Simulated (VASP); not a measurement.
Crystal: ZnSe (Stilleite).

```xyz
2
Lattice="0.0000 2.8338 2.8338 2.8338 0.0000 2.8338 2.8338 2.8338 0.0000" Properties=species:S:1:pos:R:3 pbc="T T T"
Zn    0.0000    0.0000    0.0000
Se    1.4169    1.4169    1.4169
```

```yaml
Program: VASP 6.6.1
Task: relaxation of cell and atoms
Functional: PBE
Potentials_or_basis: VASP PAW PBE potentials, release 64 (Zn, Se)
Cutoff: 600 eV
k_mesh: 8 × 8 × 8
Occupations: fermi-dirac, width 0.02 eV
Spin: no spin polarisation
```

At the start: pressure 2.3 GPa; volume 22.76 Å³/atom.

**Question.** How do energy, volume and symmetry change on relaxing?

**Answer.** Over 5 steps the energy falls by 6.1 meV/atom and the volume is 23.65 Å³/atom (+3.9 %); space group F-43m (No. 216, to 0.05 Å).

The path:
```tsv
step	energy change (eV)	largest force (eV/Å)	pressure (GPa)	volume (Å³)
1	0.0000	0.0000	2.34	45.51
2	-0.0114	0.0000	-0.55	47.73
3	-0.0122	0.0000	0.11	47.25
4	-0.0122	0.0000	-0.06	47.33
5	-0.0122	0.0000	-0.02	47.29
```

Final structure:
```
Zn Se
1.0
     0.00000    2.87025    2.87025
     2.87025    0.00000    2.87025
     2.87025    2.87025    0.00000
Zn Se
1 1
Cartesian
  0.0000 0.0000 0.0000
  1.4351 1.4351 1.4351
```
